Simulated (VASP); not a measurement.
# GaP (F-43m) in VASP: single point with PBEsol

Aim: the single point of GaP with PBEsol.

Everything below comes from runs of VASP 6.6.1. Logs are shortened: lines on timing, memory, paths and dates and some standing lists are left out, and cuts for length are marked.

## (1) The cell of the first run

It takes space group F-43m (No. 216, cubic). The conventional cell has a = 5.439 Å, b = 5.439 Å, c = 5.439 Å, α = 90.00°, β = 90.00°, γ = 90.00°. Ga (site symmetry -43m) has 4 P at 2.36 Å within 3.1 Å. Within 3.1 Å of P (site symmetry -43m) lie 4 Ga at 2.36 Å.

## (2) Single point, PBEsol

INCAR

```
SYSTEM = GaP
ALGO = Normal
EDIFF = 1E-6
ENCUT = 500
GGA = PS
GGA_COMPAT = .FALSE.
ISIF = 2
ISMEAR = 0
LASPH = .TRUE.
LCHARG = .FALSE.
LREAL = .FALSE.
LWAVE = .FALSE.
NBANDS = 16
NELM = 120
PREC = Accurate
SIGMA = 0.02
```

KPOINTS

```
k-points
0
G
  8 8 8
  0 0 0
```

POSCAR

```
GaP
1.0
    0.0000000000      2.7194371457      2.7194371457
    2.7194371457      0.0000000000      2.7194371457
    2.7194371457      2.7194371457      0.0000000000
Ga P
1 1
Direct
    0.0000000000      0.0000000000      0.0000000000
    0.2500000000      0.2500000000      0.2500000000
```

Potentials or basis: VASP PAW PBE potentials, release 64 (Ga_d, P).

Command:

```console
cat potpaw_PBE.64/Ga_d/POTCAR potpaw_PBE.64/P/POTCAR > POTCAR
mpirun -np 1 vasp_std > vasp.out
```

OUTCAR:

```text
SYSTEM = GaP
   EDIFF = 1E-6
   ENCUT = 500
   GGA = PS
   ISIF = 2
   ISMEAR = 0
   LASPH = .TRUE.
   LREAL = .FALSE.
   NELM = 120
   PREC = Accurate

 ion  position               nearest neighbor table
   1  0.000  0.000  0.000-   2 2.36   2 2.36   2 2.36   2 2.36
   2  0.250  0.250  0.250-   1 2.36   1 2.36   1 2.36   1 2.36

  LATTYP: Found a face centered cubic cell.
 ALAT       =     5.4388742914

  Lattice vectors:

 A1 = (   0.0000000000,   2.7194371457,   2.7194371457)
 A2 = (   2.7194371457,   0.0000000000,   2.7194371457)
 A3 = (   2.7194371457,   2.7194371457,   0.0000000000)

Analysis of symmetry for initial positions (statically):
=====================================================================
 Subroutine PRICEL returns:
 Original cell was already a primitive cell.

 Routine SETGRP: Setting up the symmetry group for a
 face centered cubic supercell.

 Subroutine GETGRP returns: Found 24 space group operations
 (whereof 24 operations were pure point group operations)
 out of a pool of 48 trial point group operations.

The static configuration has the point symmetry T_d .

Analysis of symmetry for dynamics (positions and initial velocities):
=====================================================================
 Subroutine PRICEL returns:
 Original cell was already a primitive cell.

 Routine SETGRP: Setting up the symmetry group for a
 face centered cubic supercell.

 Subroutine GETGRP returns: Found 24 space group operations
 (whereof 24 operations were pure point group operations)
 out of a pool of 48 trial point group operations.

The dynamic configuration has the point symmetry T_d .

 Subroutine INISYM returns: Found 24 space group operations
 (whereof 24 operations are pure point group operations),
 and found     1 'primitive' translations

----------------------------------------------------------------------------------------

                                     Primitive cell

  volume of cell :      40.2223

  direct lattice vectors                    reciprocal lattice vectors
     0.000000000  2.719437146  2.719437146    -0.183861576  0.183861576  0.183861576
     2.719437146  0.000000000  2.719437146     0.183861576 -0.183861576  0.183861576
     2.719437146  2.719437146  0.000000000     0.183861576  0.183861576 -0.183861576

  length of vectors
     3.845864893  3.845864893  3.845864893     0.318457592  0.318457592  0.318457592

  position of ions in fractional coordinates (direct lattice)
     0.000000000  0.000000000  0.000000000
     0.250000000  0.250000000  0.250000000

  ion indices of the primitive-cell ions
   primitive index   ion index
                 1           1
                 2           2

----------------------------------------------------------------------------------------

 KPOINTS: k-points

Automatic generation of k-mesh.
 Grid dimensions read from file:
 generate k-points for:    8    8    8

 Generating k-lattice:

  Cartesian coordinates                     Fractional coordinates (reciprocal lattice)
    -0.022982697  0.022982697  0.022982697     0.125000000  0.000000000  0.000000000
     0.022982697 -0.022982697  0.022982697     0.000000000  0.125000000  0.000000000
     0.022982697  0.022982697 -0.022982697     0.000000000  0.000000000  0.125000000

  Length of vectors
     0.039807199  0.039807199  0.039807199

  Shift w.r.t. Gamma in fractional coordinates (k-lattice)
     0.000000000  0.000000000  0.000000000

 Subroutine IBZKPT returns following result:
 ===========================================

 Found     29 irreducible k-points:

 Following reciprocal coordinates:
            Coordinates               Weight
  0.000000  0.000000  0.000000      1.000000
  0.125000  0.000000  0.000000      8.000000
  0.250000  0.000000  0.000000      8.000000
  0.375000  0.000000  0.000000      8.000000
  0.500000  0.000000  0.000000      4.000000
  0.125000  0.125000  0.000000      6.000000
[... 16 lines left out ...]
  0.500000  0.250000  0.125000     48.000000
 -0.375000  0.250000  0.125000     24.000000
 [... further k-points ...]
   k-points           NKPTS =     29   k-points in BZ     NKDIM =     29   number of bands    NBANDS=     16
   number of dos      NEDOS =    301   number of ions     NIONS =      2
   total plane-waves  NPLWV =  21952
   dimension x,y,z NGX =    28 NGY =   28 NGZ =   28
   dimension x,y,z NGXF=    56 NGYF=   56 NGZF=   56
   ions per type =               1   1
   NGX,Y,Z   is equivalent  to a cutoff of  12.10, 12.10, 12.10 a.u.
   NGXF,Y,Z  is equivalent  to a cutoff of  24.21, 24.21, 24.21 a.u.
 SYSTEM =  GaP
   PREC   = accura    normal or accurate (medium, high low for compatibility)
   ISTART =      0    job   : 0-new  1-cont  2-samecut
   ICHARG =      2    charge: 1-file 2-atom 10-const
   ISPIN  =      1    spin polarized calculation?
   LNONCOLLINEAR =      F non collinear calculations
   LSORBIT =      F    spin-orbit coupling
   LASPH  =      T    aspherical Exc in radial PAW
   ENCUT  =  500.0 eV  36.75 Ry    6.06 a.u.   7.01  7.01  7.01*2*pi/ulx,y,z
   NELM   =    120;   NELMIN=  2; NELMDL= -5     # of ELM steps
   EDIFF  = 0.1E-05   stopping-criterion for ELM
   LREAL  =      F    real-space projection
   EDIFFG = 0.1E-04   stopping-criterion for IOM
   NSW    =      0    number of steps for IOM
   IBRION =     -1    ionic relax: 0-MD 1-quasi-New 2-CG
   NFREE  =      0    steps in history (QN), initial steepest desc. (CG)
   ISIF   =      2    stress and relaxation
   ISYM   =      2    0-nonsym 1-usesym 2-fastsym
   POTIM  = 0.5000    time-step for ionic-motion
   TEBEG  =    0.0;   TEEND  =   0.0 temperature during run
   PSTRESS=    0.0 pullay stress
   NELECT =      18.0000    total number of electrons
   NUPDOWN=      -1.0000    fix difference up-down
   EMIN   =  10.00;   EMAX   =-10.00  energy-range for DOS
   EFERMI =   0.00;   METHOD = LEGACY
   ISMEAR =     0;   SIGMA  =   0.02  broadening in eV -4-tet -1-fermi 0-gaus
   EFERMI_NEDOS =   21; number of points for ismear=-14 and -15
   IALGO  =     38    algorithm
   IMIX   =      4    mixing-type and parameters
     AMIX     =   0.40;   BMIX     =  1.00
     AMIX_MAG =   1.60;   BMIX_MAG =  1.00
  volume/ion in A,a.u.               =      20.11       135.72
  Fermi-wavevector in a.u.,A,eV,Ry     =   1.252208  2.366331 21.334290  1.568026
  Thomas-Fermi vector in A             =   2.386120
   LORBIT       =      0    0 simple, 1 ext, 2 COOP (PROOUT), +10 PAW based schemes
   GGA     = PS    functional components
   LHFCALC =     F    Hartree Fock is set to
   AEXX    =    0.0000 exact exchange contribution
   IVDW    =     0    specifies the selected vdW correction
   LEPSILON=     F    determine dielectric tensor
   LRPA    =     F    only Hartree local field effects (RPA)
 non-spin polarized calculation
 Gauss-broadening in eV      SIGMA  =   0.02
  energy-cutoff  :      500.00
  volume of cell :       40.22
 maximum number of plane-waves:      1036
   NGX = 13   NGY = 13   NGZ = 13

 number of electron      18.0000015 magnetization

 Free energy of the ion-electron system (eV)
  ---------------------------------------------------
  ext. energy  EPLUGINS =         0.00000000
  ---------------------------------------------------
  free energy    TOTEN  =        -9.92101356 eV

  energy without entropy =       -9.92101356  energy(sigma->0) =       -9.92101356

 E-fermi :   4.7565     XC(G=0): -10.0503

 val. band max:        4.6342267761   @ k =   0.0000   0.0000   0.0000
 cond. band min:       6.1375499841   @ k =   0.5000   0.5000   0.0000
 fundamental gap:      1.5033232080
 Fermi energy:         4.7565145487

 k-point     1 :       0.0000    0.0000    0.0000
  band No.  band energies     occupation
      1      -9.9179      2.00000
      2      -9.9179      2.00000
      3      -9.9179      2.00000
      4      -9.8152      2.00000
      5      -9.8152      2.00000
      6      -7.9385      2.00000
[... 8 lines left out ...]
     15      14.4150      0.00000
     16      14.4150      0.00000

 k-point     2 :       0.1250    0.0000    0.0000
  band No.  band energies     occupation
      1      -9.9323      2.00000
      2      -9.9131      2.00000
      3      -9.9131      2.00000
      4      -9.8153      2.00000
      5      -9.8153      2.00000
      6      -7.7330      2.00000
[... 8 lines left out ...]
     15      13.7537      0.00000
     16      14.1500      0.00000

 k-point     3 :       0.2500    0.0000    0.0000
  band No.  band energies     occupation
      1      -9.9636      2.00000
      2      -9.9027      2.00000
      3      -9.9027      2.00000
      4      -9.8140      2.00000
      5      -9.8140      2.00000
      6      -7.1500      2.00000
[... 8 lines left out ...]
     15      13.5600      0.00000
     16      14.3646      0.00000

 k-point     4 :       0.3750    0.0000    0.0000
  band No.  band energies     occupation
      1      -9.9917      2.00000
      2      -9.8949      2.00000
      3      -9.8949      2.00000
      4      -9.8101      2.00000
      5      -9.8101      2.00000
      6      -6.3329      2.00000
[... 8 lines left out ...]
     15      14.7777      0.00000
     16      14.7777      0.00000
[... 324 lines left out ...]
 k-point    22 :       0.3750    0.2500    0.1250
  band No.  band energies     occupation
      1      -9.9872      2.00000
      2      -9.8905      2.00000
      3      -9.8863      2.00000
      4      -9.8266      2.00000
      5      -9.8059      2.00000
      6      -6.6542      2.00000
[... 8 lines left out ...]
     15      15.7328      0.00000
     16      16.9413      0.00000

 k-point    23 :       0.5000    0.2500    0.1250
  band No.  band energies     occupation
      1     -10.0030      2.00000
      2      -9.8868      2.00000
      3      -9.8769      2.00000
      4      -9.8245      2.00000
      5      -9.8061      2.00000
      6      -5.8833      2.00000
[... 8 lines left out ...]
     15      16.1114      0.00000
     16      17.4054      0.00000

 k-point    24 :      -0.3750    0.2500    0.1250
  band No.  band energies     occupation
      1     -10.0088      2.00000
      2      -9.8863      2.00000
      3      -9.8736      2.00000
      4      -9.8208      2.00000
      5      -9.8078      2.00000
      6      -5.4126      2.00000
[... 8 lines left out ...]
     15      16.5565      0.00000
     16      17.1099      0.00000

 [... further k-points ...]

------------------------ aborting loop because EDIFF is reached ----------------------------------------

  FORCE on cell =-STRESS in cart. coord.  units (eV):
  Direction    XX          YY          ZZ          XY          YZ          ZX
  --------------------------------------------------------------------------------------
  -------------------------------------------------------------------------------------
  Total       -0.0296912     -0.0296912     -0.0296912      0.0000000      0.0000000     -0.0000000
  in kB       -1.1826926     -1.1826926     -1.1826926      0.0000000      0.0000000     -0.0000000
  external PRESSURE =      -1.1826926 kB  Pullay stress =       0.0000000 kB

 VOLUME and BASIS-vectors are now :
 -----------------------------------------------------------------------------
  energy-cutoff  :      500.00
  volume of cell :       40.22
      direct lattice vectors                 reciprocal lattice vectors
     0.000000000  2.719437146  2.719437146    -0.183861576  0.183861576  0.183861576
     2.719437146  0.000000000  2.719437146     0.183861576 -0.183861576  0.183861576
     2.719437146  2.719437146  0.000000000     0.183861576  0.183861576 -0.183861576

 POSITION                                       TOTAL-FORCE (eV/Angst)
 -----------------------------------------------------------------------------------
      0.00000      0.00000      0.00000        -0.000000      0.000000     -0.000000
      1.35972      1.35972      1.35972         0.000000     -0.000000      0.000000
 -----------------------------------------------------------------------------------
    total drift:                                0.000001      0.000001      0.000001

  FREE ENERGIE OF THE ION-ELECTRON SYSTEM (eV)
  ---------------------------------------------------
  free  energy   TOTEN  =        -9.9210135648 eV

  energy  without entropy=       -9.9210135648  energy(sigma->0) =       -9.92101356
```

Wall time 13 s (1 thread of Intel Xeon Platinum 8375C at 2.90GHz (Ice Lake), shared host); peak memory 0.16 GiB.

Results:

```yaml
Free_energy: -9.9210 eV
Pressure: -0.1 GPa
Band_gap_on_the_k_mesh: 1.50 eV (least direct gap 1.80 eV)
```

Levels at points of the mesh, in eV from the valence-band top:
```
           k point  band 5  band 6  band 7  band 8  band 9  band 10  band 11  band 12  band 13  band 14
(0.00, 0.00, 0.00)  -14.45  -12.57    0.00    0.00    0.00     1.80     3.83     3.83     3.83     8.59
(0.50, 0.00, 0.00)  -14.44  -10.46   -6.73   -1.14   -1.14     1.60     4.65     4.65     8.10    10.78
(0.50, 0.50, 0.00)  -14.43   -9.54   -6.84   -2.74   -2.74     1.50     1.71    10.60    10.60    11.14
```

Caveat: the PAW data sets were made with another functional, which shifts forces and pressure a little.
